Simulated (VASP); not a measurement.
# CsBr: single point with PBE-based screened hybrid with 75 % exact exchange

CsBr:

```
Cs Br
1.0
     4.31938    0.00000    0.00000
     0.00000    4.31938    0.00000
     0.00000    0.00000    4.31938
Cs Br
1 1
Cartesian
  0.0000 0.0000 0.0000
  2.1597 2.1597 2.1597
```

```
Program                            : VASP 6.6.1
Task                               : single point
Functional                         : PBE-based screened hybrid with 75 % exact exchange
Potentials or basis                : VASP PAW PBE potentials, release 64 (Cs_sv, Br)
Cutoff                             : 400 eV
k mesh                             : 4 × 4 × 4
Occupations                        : gaussian, width 0.01 eV
Spin                               : no spin polarisation
Dipole correction                  : no
Grid for exact exchange (PRECFOCK) : Normal
Share of exact exchange            : 0.75
Further INCAR settings             : ALGO = Normal; EDIFF = 1e-06; NBANDS = 15
Screening parameter                : 0.1 1/Å
```

| Property | Result |
| --- | --- |
| Pressure | -0.5 GPa |
| Band gap on the k mesh | 9.12 eV |

Levels at points of the mesh, in eV from the valence-band top:
| k point | band 4 | band 5 | band 6 | band 7 | band 8 | band 9 | band 10 | band 11 | band 12 | band 13 |
| --- | --- | --- | --- | --- | --- | --- | --- | --- | --- | --- |
| (0.00, 0.00, 0.00) | -7.27 | -7.27 | 0.00 | 0.00 | 0.00 | 9.12 | 9.54 | 9.54 | 14.51 | 14.51 |
| (0.50, 0.00, 0.00) | -7.14 | -7.14 | -1.48 | -0.22 | -0.22 | 10.77 | 12.20 | 12.50 | 13.07 | 14.20 |
| (0.50, 0.50, 0.00) | -7.94 | -7.07 | -0.69 | -0.69 | 0.00 | 9.93 | 10.25 | 12.23 | 12.23 | 16.17 |
| (0.50, 0.50, 0.50) | -7.69 | -7.69 | -1.32 | -1.32 | -1.32 | 13.49 | 13.49 | 13.49 | 13.97 | 13.97 |

Run time: 13 min on 1 thread of Intel Xeon 8259CL, with other jobs on the host, peak memory 0.27 GiB.

Caveat: the PAW data sets were made with another functional, which shifts forces and pressure a little; spin-orbit coupling is left out, which moves the levels of the heavy elements.
